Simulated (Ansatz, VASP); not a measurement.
## HfC in VASP and in Ansatz

Contents of INCAR:

```
SYSTEM = HfC
ALGO = Normal
EDIFF = 1E-6
ENCUT = 600
GGA = PS
GGA_COMPAT = .FALSE.
ISIF = 2
ISMEAR = -1
LASPH = .TRUE.
LCHARG = .FALSE.
LREAL = .FALSE.
LWAVE = .FALSE.
NBANDS = 14
NELM = 120
PREC = Accurate
SIGMA = 0.05
```

Contents of KPOINTS:

```
k-points
0
G
  15 15 15
  0 0 0
```

The input POSCAR:

```
HfC
1.0
    0.0000000000      2.3093955030      2.3093955030
    2.3093955030      0.0000000000      2.3093955030
    2.3093955030      2.3093955030      0.0000000000
Hf C
1 1
Direct
    0.5000000000      0.5000000000      0.5000000000
    0.0000000000      0.0000000000      0.0000000000
```

Input for Ansatz:

```yaml
crystal:
  lattice:
    - [0.0, 2.309395503, 2.309395503]
    - [2.309395503, 0.0, 2.309395503]
    - [2.309395503, 2.309395503, 0.0]
  atoms:
    - { symbol: Hf, position: [0.5, 0.5, 0.5] }
    - { symbol: C, position: [0.0, 0.0, 0.0] }
kpoints:
  mp_grid: { grid: [15, 15, 15] }
scf:
  occupations: { method: fermi_dirac, width: 0.05 }
hamiltonian:
  xc: pbesol
  pseudopotentials: { kind: all_electron, lapw: { basis_error: 0.001 } }
output:
  forces: true
  stress: true
  eigenvalues: true
```

Change from the starting cell: volume scaled by 0.98.

Alike in both runs: task single point; functional PBEsol; k mesh 15 × 15 × 15; occupations fermi-dirac, width 0.05 eV; no spin polarisation.

```csv
,VASP,Ansatz
version,VASP 6.6.1,Ansatz 0.2.0
potentials or method,"VASP PAW PBE potentials, release 64 (Hf_pv, C), cutoff 600 eV","all-electron LAPW, scalar-relativistic"
```

Ansatz gave:

```
pressure (GPa) : -1.8
```

Problem. Which values does VASP return?

Solution. Pressure (GPa): -2.3.

VASP's potentials were made for PBE, not for PBEsol. Ansatz ran all-electron here, and VASP with PAW potentials.

Neither program's run includes spin-orbit coupling.
